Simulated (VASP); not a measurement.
Here is a VASP 6.6.1 calculation.

The input INCAR:

```
SYSTEM = Hg
PREC     = Accurate       ! precision mode
ENCUT    = 520            ! plane-wave cutoff, eV
EDIFF    = 1E-7           ! SCF threshold, eV
ISMEAR   = -1             ! smearing method
SIGMA    = 0.03           ! smearing width, eV
LREAL    = .False.        ! projectors in reciprocal space
LASPH    = .True.         ! aspherical terms in the spheres
NELM     = 80             ! most SCF steps
ALGO     = Normal         ! electronic algorithm
ISIF     = 2              ! what is computed and relaxed
LWAVE    = .False.        ! write WAVECAR
LCHARG   = .False.        ! write CHGCAR
GGA      = CA             ! functional
NBANDS   = 12             ! bands
```

KPOINTS

```
regular mesh
0
Gamma
  12 12 12
  0 0 0
```

POSCAR

```
Hg
1.0
    1.7639306470      1.0184058339      2.2778150453
   -1.7639306470      1.0184058339      2.2778150453
    0.0000000000     -2.0368116678      2.2778150453
Hg
1
Direct
    0.0000000000      0.0000000000      0.0000000000
```

Potentials or basis: VASP PAW LDA potentials, release 64 (Hg).

Command:

```bash
$ cat potpaw_LDA.64/Hg/POTCAR > POTCAR
$ mpirun -np 1 vasp_std > vasp.out
```

Q: Predict the band gap on the k mesh.

A: Zero (bands 6 and 7 overlap by 2.77 eV).

Q: Estimate the pressure.

A: -3.2 GPa.

Stress tensor (GPa, compression positive):
```
-2.53  0.00  0.00
 0.00 -2.53  0.00
 0.00  0.00 -4.60
```

Caveat: the cell stands under tension; spin-orbit coupling is left out, which moves the levels of the heavy elements.
